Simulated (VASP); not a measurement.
# LiSi16 (a cell with a defect) in VASP: notebook

LiSi16 (a cell with a defect) is run at these levels: LDA; tasks: single point.

All numbers are computed with VASP 6.6.1; they aren't measurements. Logs are shortened: lines on timing, memory, paths and dates and some standing lists are left out, and cuts for length are marked.

### 1 The cell of the first run

The cell holds a defect, 17 atoms: a = 7.679 Å, b = 7.679 Å, c = 7.679 Å, α = 60.00°, β = 60.00°, γ = 60.00°.

### 2 Single point, LDA, collinear spin, zero start

INCAR reads:

```
SYSTEM = LiSi16
PREC = Accurate ; ENCUT = 520
EDIFF = 1E-6 ; ISMEAR = 0
SIGMA = 0.02 ; LREAL = Auto
LASPH = .TRUE. ; NELM = 150
ALGO = Normal ; ISIF = 2
LWAVE = .FALSE. ; LCHARG = .FALSE.
ISPIN = 2 ; MAGMOM = 0 0 0 0 0 0 0 0 0 0 0 0 0 0 0 0 0
LORBIT = 11 ; GGA = CA
NBANDS = 52
```

KPOINTS reads:

```
regular mesh
0
G
  2 2 2
  0 0 0
```

POSCAR reads:

```
LiSi16
1.0
    0.0000000000      5.4300000000      5.4300000000
    5.4300000000      0.0000000000      5.4300000000
    5.4300000000      5.4300000000      0.0000000000
Si Li
16 1
Direct
    0.0062426335     -0.0186179558      0.0059124309
    0.1221589319      0.1215815838      0.1225559853
   -0.0164850829      0.0058845304      0.5042038674
    0.1228761510      0.1214422652      0.6327527624
    0.0014796501      0.4951266114      0.0017708103
    0.1299061694      0.6090201657      0.1314111418
    0.0003666667      0.4959791897      0.5032152855
    0.1179193370      0.6290053407      0.6273209945
    0.5041142726      0.0064347145     -0.0153774401
    0.6333624309      0.1215710866      0.1226979742
    0.5062973297      0.0056347145      0.5048140884
    0.6171368324      0.1476607735      0.6183987109
    0.5018311234      0.4954335175      0.0014777164
    0.6263541436      0.6286294659      0.1189574586
    0.4940791897      0.5169025783      0.4953758748
    0.6259766114      0.6291430939      0.6272602210
    0.3554488950      0.9327929098      0.3566757827
```

Potentials or basis: VASP PAW LDA potentials, release 64 (Si, Li_sv).

The run is started by

```sh
> cat potpaw_LDA.64/Si/POTCAR potpaw_LDA.64/Li_sv/POTCAR > POTCAR
> mpirun -np 1 vasp_std > vasp.out
```

OUTCAR:

```text
SYSTEM = LiSi16
   PREC = Accurate
   ENCUT = 520
   EDIFF = 1E-6
   ISMEAR = 0
   LREAL = Auto
   LASPH = .TRUE.
   NELM = 150
   ISIF = 2
   ISPIN = 2
   LORBIT = 11
   GGA = CA

 ion  position               nearest neighbor table
   1  0.006  0.981  0.006-   6 2.33   2 2.34  10 2.34   4 2.34
   2  0.122  0.122  0.123-   1 2.34   5 2.34   3 2.39   9 2.40  17 2.56
   3  0.984  0.006  0.504-  12 2.30  17 2.36   8 2.36   2 2.39   4 2.41
   4  0.123  0.121  0.633-   1 2.34   7 2.35  11 2.41   3 2.41  17 2.55
   5  0.001  0.495  0.002-   6 2.33   2 2.34   8 2.35  14 2.35
   6  0.130  0.609  0.131-   7 2.33  13 2.33   5 2.33   1 2.33
   7  0.000  0.496  0.503-   6 2.33  16 2.35   4 2.35   8 2.35
   8  0.118  0.629  0.627-   5 2.35   7 2.35  15 2.36   3 2.36
   9  0.504  0.006  0.985-  12 2.30  17 2.36  14 2.37   2 2.40  10 2.40
  10  0.633  0.122  0.123-   1 2.34  13 2.34  11 2.40   9 2.40  17 2.56
  11  0.506  0.006  0.505-  12 2.30  17 2.36  16 2.36  10 2.40   4 2.41
  12  0.617  0.148  0.618-   9 2.30   3 2.30  11 2.30  15 2.32
  13  0.502  0.495  0.001-   6 2.33  10 2.34  16 2.35  14 2.35
  14  0.626  0.629  0.119-   5 2.35  13 2.35  15 2.36   9 2.37
  15  0.494  0.517  0.495-  12 2.32  16 2.36   8 2.36  14 2.36  17 2.61
  16  0.626  0.629  0.627-  13 2.35   7 2.35  15 2.36  11 2.36
  17  0.355  0.933  0.357-  11 2.36   3 2.36   9 2.36   4 2.55  10 2.56   2 2.56  15 2.61

  LATTYP: Found a face centered cubic cell.
 ALAT       =    10.8600000000

  Lattice vectors:

 A1 = (   0.0000000000,   5.4300000000,   5.4300000000)
 A2 = (   5.4300000000,   0.0000000000,   5.4300000000)
 A3 = (   5.4300000000,   5.4300000000,   0.0000000000)

Analysis of symmetry for initial positions (statically):
=====================================================================
 Subroutine PRICEL returns:
 Original cell was already a primitive cell.

 Routine SETGRP: Setting up the symmetry group for a
 face centered cubic supercell.

 Subroutine GETGRP returns: Found  1 space group operations
 (whereof  1 operations were pure point group operations)
 out of a pool of 48 trial point group operations.

The static configuration has the point symmetry C_1 .

Analysis of symmetry for dynamics (positions and initial velocities):
=====================================================================
 Subroutine PRICEL returns:
 Original cell was already a primitive cell.

 Routine SETGRP: Setting up the symmetry group for a
 face centered cubic supercell.

 Subroutine GETGRP returns: Found  1 space group operations
 (whereof  1 operations were pure point group operations)
 out of a pool of 48 trial point group operations.

The dynamic configuration has the point symmetry C_1 .

Analysis of structural, dynamic, and magnetic symmetry:
[... 171 lines left out ...]
  free energy    TOTEN  =       -95.76346831 eV

  energy without entropy =      -95.76106159  energy(sigma->0) =      -95.76226495

 E-fermi :   6.5239     XC(G=0):  -9.7170

 val. band max:        6.5159571276   @ k =   0.0000   0.0000   0.0000
 cond. band min:       6.5318958714   @ k =   0.0000   0.0000   0.0000
 fundamental gap:      0.0159387437
 Fermi energy:         6.5239265052

 spin component 1

 k-point     1 :       0.0000    0.0000    0.0000
  band No.  band energies     occupation
      1     -39.5302      1.00000
      2      -6.0204      1.00000
      3      -3.7771      1.00000
      4      -3.7053      1.00000
      5      -3.6925      1.00000
      6      -3.6729      1.00000
[... 373 lines left out ...]
     44      10.0918      0.00000
     45      10.1362      0.00000
 Fermi energy:         6.5239265052

 spin component 2

 k-point     1 :       0.0000    0.0000    0.0000
  band No.  band energies     occupation
      1     -39.5301      1.00000
      2      -6.0204      1.00000
      3      -3.7771      1.00000
      4      -3.7053      1.00000
      5      -3.6925      1.00000
      6      -3.6729      1.00000
[... 373 lines left out ...]
     44      10.0918      0.00000
     45      10.1362      0.00000
 [bands above 45 left out]

------------------------ aborting loop because EDIFF is reached ----------------------------------------

  FORCE on cell =-STRESS in cart. coord.  units (eV):
  Direction    XX          YY          ZZ          XY          YZ          ZX
  --------------------------------------------------------------------------------------
  -------------------------------------------------------------------------------------
  Total       -0.0879239      0.2038401      0.1072484      0.4634385      0.1759439     -0.5697723
  in kB       -0.4399347      1.0199309      0.5366263      2.3188530      0.8803497     -2.8509029
  external PRESSURE =       0.3722075 kB  Pullay stress =       0.0000000 kB

 VOLUME and BASIS-vectors are now :
 -----------------------------------------------------------------------------
  energy-cutoff  :      520.00
  volume of cell :      320.21
      direct lattice vectors                 reciprocal lattice vectors
     0.000000000  5.430000000  5.430000000    -0.092081031  0.092081031  0.092081031
     5.430000000  0.000000000  5.430000000     0.092081031 -0.092081031  0.092081031
     5.430000000  5.430000000  0.000000000     0.092081031  0.092081031 -0.092081031

 POSITION                                       TOTAL-FORCE (eV/Angst)
 -----------------------------------------------------------------------------------
      5.36101      0.06600      5.36280         0.047599     -0.036381      0.038176
      1.32567      1.32880      1.32351         0.034888     -0.000088      0.039189
      2.76978      8.07831      5.37244         0.023491      0.014329      0.049969
      4.09528      4.10306      1.32665         0.003627     -0.031347      0.033895
      2.69815      0.01765      2.69657         0.032358     -0.023949      0.025807
      4.02054      1.41895      4.01237         0.034142     -0.044641      0.042797
[... 9 lines left out ...]
      6.82227      6.80508      6.81530         0.007063     -0.019108      0.010036
      7.00182      3.86684      6.99515        -0.272596      0.259842     -0.264047
 -----------------------------------------------------------------------------------
    total drift:                               -0.002406     -0.001910      0.000994

  FREE ENERGIE OF THE ION-ELECTRON SYSTEM (eV)
  ---------------------------------------------------
  free  energy   TOTEN  =       -95.7634683088 eV

  energy  without entropy=      -95.7610615944  energy(sigma->0) =      -95.76226495

 total charge

# of ion       s       p       d       tot
------------------------------------------
    1        0.750   0.960   0.000   1.710
    2        0.745   0.955   0.000   1.700
    3        0.753   0.965   0.000   1.718
    4        0.748   0.951   0.000   1.699
    5        0.749   0.960   0.000   1.708
    6        0.742   0.971   0.000   1.713
[... 9 lines left out ...]
   16        0.744   0.955   0.000   1.700
   17        2.030   0.118   0.000   2.148
--------------------------------------------------
tot         13.993  15.496   0.000  29.489

 magnetization (x)

# of ion       s       p       d       tot
------------------------------------------
    1        0.000   0.000   0.000   0.000
    2        0.000  -0.000   0.000   0.000
    3        0.000   0.000   0.000   0.000
    4        0.000   0.000   0.000   0.000
    5        0.000   0.000   0.000   0.000
    6       -0.000  -0.000   0.000  -0.000
[... 9 lines left out ...]
   16        0.000   0.000   0.000   0.000
   17        0.000  -0.000   0.000  -0.000
--------------------------------------------------
tot          0.000  -0.000   0.000   0.000
```

stdout:

```text
POSCAR found type information on POSCAR SiLi
 POSCAR found :  2 types and      17 ions
 scaLAPACK will be used
 LDA part: xc-table for (Slater(with rela. corr.)+CA(PZ))
 , standard interpolation
 POSCAR, INCAR and KPOINTS ok, starting setup
 FFT: planning ... GRIDC
 FFT: planning ... GRID_SOFT
 FFT: planning ... GRID
 WAVECAR not read
 entering main loop
```

Run time: 18 min. Hardware: 1 thread of Oxide Virtual Turin-like, shared host; peak memory 0.44 GiB.

Results:

```
Free energy                                           : -95.7635 eV
Largest force                                         : 0.460 eV/Å
Net moment                                            : 0.00 μB per cell
Valence electrons inside the program's atomic spheres : Si 1.71, 1.70, 1.72 (each value once); Li 2.15
```

Forces in eV/Å, atoms in the order of the input:
```
Si   0.048 -0.036  0.038
Si   0.035  0.000  0.039
Si   0.023  0.014  0.050
Si   0.004 -0.031  0.034
Si   0.032 -0.024  0.026
Si   0.034 -0.045  0.043
Si   0.006 -0.030  0.035
Si   0.005 -0.010  0.018
Si   0.031  0.003  0.008
Si   0.036 -0.037 -0.001
Si   0.021 -0.060 -0.006
Si  -0.037  0.022 -0.027
Si   0.035 -0.022  0.018
Si   0.020 -0.009  0.008
Si  -0.027  0.025 -0.029
Si   0.007 -0.019  0.010
Li  -0.273  0.260 -0.264
```

Levels at points of the mesh, in eV from the Fermi level:
Spin up:
```
           k point  band 29  band 30  band 31  band 32  band 33  band 34  band 35  band 36  band 37  band 38
(0.00, 0.00, 0.00)    -1.72    -1.65    -0.61    -0.58    -0.57    -0.16    -0.07    -0.06    -0.01     0.01
(0.50, 0.00, 0.00)    -2.71    -1.41    -1.39    -1.33    -1.30     0.48     0.66     0.75     0.82     0.87
(0.00, 0.50, 0.00)    -2.61    -1.38    -1.37    -1.31    -1.31     0.55     0.61     0.62     0.95     0.96
(0.00, 0.00, 0.50)    -2.71    -1.41    -1.38    -1.33    -1.30     0.48     0.65     0.76     0.82     0.87
(0.50, 0.50, 0.50)    -2.71    -1.41    -1.39    -1.33    -1.30     0.47     0.66     0.75     0.82     0.87
(0.50, 0.50, 0.00)    -2.48    -1.97    -1.96    -1.88    -1.84     0.36     0.44     1.49     1.60     1.67
(0.00, 0.50, 0.50)    -2.48    -1.96    -1.96    -1.89    -1.86     0.36     0.45     1.49     1.60     1.66
(0.50, 0.00, 0.50)    -2.48    -1.98    -1.97    -1.88    -1.83     0.37     0.44     1.48     1.61     1.67
```
Spin down:
| k point | band 30 | band 31 | band 32 | band 33 | band 34 | band 35 | band 36 | band 37 |
| --- | --- | --- | --- | --- | --- | --- | --- | --- |
| (0.00, 0.00, 0.00) | -1.65 | -0.61 | -0.58 | -0.57 | -0.16 | -0.07 | -0.06 | -0.01 |
| (0.50, 0.00, 0.00) | -1.41 | -1.39 | -1.33 | -1.30 | 0.48 | 0.66 | 0.75 | 0.82 |
| (0.00, 0.50, 0.00) | -1.38 | -1.37 | -1.31 | -1.31 | 0.55 | 0.61 | 0.62 | 0.95 |
| (0.00, 0.00, 0.50) | -1.41 | -1.38 | -1.33 | -1.30 | 0.48 | 0.65 | 0.76 | 0.82 |
| (0.50, 0.50, 0.50) | -1.41 | -1.39 | -1.33 | -1.30 | 0.47 | 0.66 | 0.75 | 0.82 |
| (0.50, 0.50, 0.00) | -1.97 | -1.96 | -1.88 | -1.84 | 0.36 | 0.44 | 1.49 | 1.60 |
| (0.00, 0.50, 0.50) | -1.96 | -1.96 | -1.89 | -1.86 | 0.36 | 0.45 | 1.49 | 1.60 |
| (0.50, 0.00, 0.50) | -1.98 | -1.97 | -1.88 | -1.83 | 0.37 | 0.44 | 1.48 | 1.61 |

Caveat: the k points lie up to 0.50 Å⁻¹ apart; the cutoff is under 1.25 times the usual one of these potentials, so pressure, stress and relaxed cells hold a basis-set (Pulay) error.

### 3 Single point, LDA, collinear spin, zero start

INCAR reads:

```
  ALGO = Normal
  EDIFF = 1E-7
  ENCUT = 520
  GGA = CA
  ISIF = 2
  ISMEAR = 0
  ISPIN = 2
  LASPH = True
  LCHARG = False
  LORBIT = 11
  LREAL = Auto
  LWAVE = False
  MAGMOM = 0 0 0 0 0 0 0 0 0 0 0 0 0 0 0 0 0
  NBANDS = 52
  NELM = 150
  PREC = Accurate
  SIGMA = 0.02
```

KPOINTS reads:

```
k-points
0
Gamma
  2 2 2
```

POSCAR reads:

```
LiSi16
1.0
    0.0000000000      5.4300000000      5.4300000000
    5.4300000000      0.0000000000      5.4300000000
    5.4300000000      5.4300000000      0.0000000000
Si Li
16 1
Direct
    0.0083740331     -0.0249357274      0.0081871087
    0.1198728361      0.1211477901      0.1208485267
   -0.0181132597      0.0052198895      0.5059497238
    0.1205734807      0.1211979742      0.6377920810
    0.0004577348      0.4944076427      0.0007255064
    0.1320204420      0.6030987109      0.1329309392
   -0.0003402394      0.4953232965      0.5052947514
    0.1181313996      0.6299761510      0.6265958564
    0.5056093002      0.0054131676     -0.0168045120
    0.6380974217      0.1211782689      0.1209029466
    0.5069284530      0.0052087477      0.5061234807
    0.6154767956      0.1523169429      0.6169631676
    0.5044931860      0.4946697974      0.0005128913
    0.6258774401      0.6292726519      0.1192323204
    0.4920596685      0.5231379374      0.4931130755
    0.6254337937      0.6302831492      0.6264888582
    0.3335684162      0.9986323204      0.3340779926
```

Potentials or basis: VASP PAW LDA potentials, release 64 (Si, Li_sv).

The run is started by

```sh
> cat potpaw_LDA.64/Si/POTCAR potpaw_LDA.64/Li_sv/POTCAR > POTCAR
> mpirun -np 1 vasp_std > vasp.out
```

OUTCAR:

```text
EDIFF = 1E-7
   ENCUT = 520
   GGA = CA
   ISIF = 2
   ISMEAR = 0
   ISPIN = 2
   LASPH = True
   LORBIT = 11
   LREAL = Auto
   NELM = 150
   PREC = Accurate

 ion  position               nearest neighbor table
   1  0.008  0.975  0.008-   2 2.33  10 2.33   4 2.33   6 2.33
   2  0.120  0.121  0.121-   1 2.33   5 2.34   3 2.42   9 2.42  17 2.42
   3  0.982  0.005  0.506-  12 2.30  17 2.32   8 2.35   2 2.42   4 2.43
   4  0.121  0.121  0.638-   1 2.33   7 2.35  17 2.42  11 2.42   3 2.43
   5  0.000  0.494  0.001-   6 2.34   2 2.34   8 2.35  14 2.35
   6  0.132  0.603  0.133-   1 2.33   7 2.34   5 2.34  13 2.34
   7  1.000  0.495  0.505-   6 2.34   4 2.35  16 2.35   8 2.35
   8  0.118  0.630  0.627-   5 2.35  15 2.35   7 2.35   3 2.35
   9  0.506  0.005  0.983-  12 2.30  17 2.32  14 2.36   2 2.42  10 2.42
  10  0.638  0.121  0.121-   1 2.33  13 2.34  11 2.42   9 2.42  17 2.42
[... 1028 lines left out ...]
      3.99664      1.43869      3.99170         0.027652     -0.029553      0.031935
[... 9 lines left out ...]
      6.82427      6.79794      6.81854         0.011939     -0.012168      0.012463
      7.23662      3.62532      7.23385        -0.297615      0.321215     -0.310471
 -----------------------------------------------------------------------------------
    total drift:                               -0.000248     -0.000356      0.000906

  FREE ENERGIE OF THE ION-ELECTRON SYSTEM (eV)
  ---------------------------------------------------
  free  energy   TOTEN  =       -95.5197722931 eV

  energy  without entropy=      -95.5171846853  energy(sigma->0) =      -95.51847849

 total charge

# of ion       s       p       d       tot
------------------------------------------
    1        0.748   0.966   0.000   1.714
    2        0.749   0.956   0.000   1.705
    3        0.753   0.961   0.000   1.715
    4        0.751   0.953   0.000   1.704
    5        0.748   0.961   0.000   1.709
    6        0.744   0.968   0.000   1.712
[... 9 lines left out ...]
   16        0.746   0.957   0.000   1.704
   17        2.039   0.133   0.000   2.172
--------------------------------------------------
tot         14.017  15.511   0.000  29.528

 magnetization (x)

# of ion       s       p       d       tot
------------------------------------------
    1       -0.000  -0.000   0.000  -0.000
    2       -0.000  -0.000   0.000  -0.000
    3       -0.000   0.000   0.000  -0.000
    4       -0.000  -0.000   0.000  -0.000
    5       -0.000  -0.000   0.000  -0.000
    6        0.000  -0.000   0.000  -0.000
[... 9 lines left out ...]
   16       -0.000  -0.000   0.000  -0.000
   17        0.000  -0.000   0.000   0.000
--------------------------------------------------
tot         -0.000  -0.000   0.000  -0.000
```

Run time: 24 min. Hardware: 1 thread of Oxide Virtual Turin-like, shared host; peak memory 0.44 GiB.

What came out:

- Free energy: -95.5198 eV
- Largest force: 0.537 eV/Å
- Net moment: 0.00 μB per cell
- Valence electrons inside the program's atomic spheres: Si 1.71, 1.72, 1.70 (each value once); Li 2.17

Forces in eV/Å, atoms in the order of the input:
```
Si   0.038 -0.035  0.034
Si   0.032  0.008  0.043
Si   0.036  0.000  0.034
Si  -0.007 -0.036  0.035
Si   0.028 -0.017  0.020
Si   0.028 -0.030  0.032
Si   0.003 -0.021  0.028
Si   0.014 -0.016  0.013
Si   0.003 -0.014  0.019
Si   0.033 -0.045 -0.010
Si   0.036 -0.043  0.006
Si  -0.012 -0.006  0.002
Si   0.032 -0.017  0.012
Si   0.014 -0.025  0.022
Si   0.008 -0.012  0.007
Si   0.012 -0.012  0.012
Li  -0.298  0.321 -0.310
```

Caveat: the k points lie up to 0.50 Å⁻¹ apart; the cutoff is under 1.25 times the usual one of these potentials, so pressure, stress and relaxed cells hold a basis-set (Pulay) error.
